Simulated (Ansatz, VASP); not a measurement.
# TiO2 in VASP and in Ansatz

```
CELL_PARAMETERS angstrom
4.85285 0.00000 0.00000
0.00000 4.85285 0.00000
0.00000 0.00000 2.85833
ATOMIC_POSITIONS crystal
Ti 0.00000 0.00000 0.00000
Ti 0.50000 0.50000 0.50000
O 0.30510 0.30510 0.00000
O 0.19490 0.80510 0.50000
O 0.69490 0.69490 0.00000
O 0.80510 0.19490 0.50000
```

Alike in both runs: task single point; functional PBE; k mesh 8 × 8 × 10; occupations gaussian, width 0.05 eV; no spin polarisation.

|  | VASP | Ansatz |
| --- | --- | --- |
| version | VASP 6.6.1 | Ansatz 0.2.0 |
| potentials or method | VASP PAW PBE potentials, release 64 (Ti_sv, O), cutoff 520 eV | scalar-relativistic, plane waves, PAW |
| valence electrons in the cell | 48 | 48 |

```csv
,VASP,Ansatz,Ansatz less VASP
gap on the k mesh at the Fermi level (eV),1.84,1.86,+0.020
least direct gap on the mesh (eV),1.87,1.89,+0.020
pressure (GPa),-6.3,-6.9,-0.61
"traceless stress, the component that is largest in VASP (GPa)",12.19,11.91,-0.279
rms of the force components (eV/Å),0.172,0.195,+0.0231
```

Atom by atom the forces differ by 0.023 eV/Å (rms over components). With one functional, cell and mesh, what is left measures potentials, basis and numerics.
